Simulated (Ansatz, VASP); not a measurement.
TiAl3 in VASP and in Ansatz

INCAR

```
SYSTEM = TiAl3
PREC     = Accurate       ! precision mode
ENCUT    = 600            ! plane-wave cutoff, eV
EDIFF    = 1E-7           ! SCF threshold, eV
ISMEAR   = 0              ! smearing method
SIGMA    = 0.1            ! smearing width, eV
LREAL    = .False.        ! projectors in reciprocal space
LASPH    = .True.         ! aspherical terms in the spheres
NELM     = 80             ! most SCF steps
ALGO     = Normal         ! electronic algorithm
ISIF     = 3              ! what is computed and relaxed
LWAVE    = .False.        ! write WAVECAR
LCHARG   = .False.        ! write CHGCAR
GGA      = PS             ! functional
IBRION   = 2              ! ionic algorithm
NSW      = 100            ! ionic steps
EDIFFG   = -0.002         ! ionic threshold
```

Contents of KPOINTS:

```
regular mesh
0
Gamma
  10 10 10
  0 0 0
```

Contents of POSCAR:

```
TiAl3
1.0
    3.9556712500      0.0000000000      0.0000000000
    0.0000000000      3.9556712500      0.0000000000
    0.0000000000      0.0000000000      3.9556712500
Ti Al
1 3
Direct
    0.0000000000      0.0000000000      0.0000000000
    0.5000000000      0.5000000000      0.0000000000
    0.5000000000      0.0000000000      0.5000000000
    0.0000000000      0.5000000000      0.5000000000
```

Input for Ansatz:

```yaml
crystal:
  lattice:
    - [3.95567125, 0.0, 0.0]
    - [0.0, 3.95567125, 0.0]
    - [0.0, 0.0, 3.95567125]
  atoms:
    - { symbol: Ti, position: [0.0, 0.0, 0.0] }
    - { symbol: Al, position: [0.5, 0.5, 0.0] }
    - { symbol: Al, position: [0.5, 0.0, 0.5] }
    - { symbol: Al, position: [0.0, 0.5, 0.5] }
basis:
  ecutwfc: 420
kpoints:
  mp_grid: { grid: [10, 10, 10] }
hamiltonian:
  xc: pbesol
  pseudopotentials: { kind: paw, azcp: { folder: soft_1 } }
scf:
  occupations: { method: gaussian, width: 0.1 }
output:
  forces: true
  stress: true
  eigenvalues: true
  write_density: true
  write_potential: true
  elf: true
  volumetric_format: npy
relax:
  adjacent_minimum: "off"
  f_tol: 0.002
  max_steps: 80
  cell: { stress_tol: 0.02 }
```

Alike in both runs: task relaxation of cell and atoms; functional PBEsol; k mesh 10 × 10 × 10; occupations gaussian, width 0.1 eV; no spin polarisation.

|  | VASP | Ansatz |
| --- | --- | --- |
| version | VASP 6.6.1 | Ansatz 0.2.0 |
| potentials or method | VASP PAW PBE potentials, release 64 (Ti_sv, Al), cutoff 600 eV | scalar-relativistic, plane waves, PAW |
| valence electrons in the cell | 21 | 21 |

VASP gave:

* gap on the k mesh at the Fermi level, each at its own relaxed structure (eV): none
* relaxed volume (Å³/atom): 15.40
* relaxed cell length with the largest relative difference (Å): 3.950

Question: Estimate Ansatz's values.

Answer: gap on the k mesh at the Fermi level, each at its own relaxed structure (eV): none; relaxed volume (Å³/atom): 15.38; relaxed cell length with the largest relative difference (Å): 3.948.

VASP's potentials were made for PBE, not for PBEsol, and Ansatz warns of the same on its side. A gap of «none» marks a metal or a gap that the smearing closes.
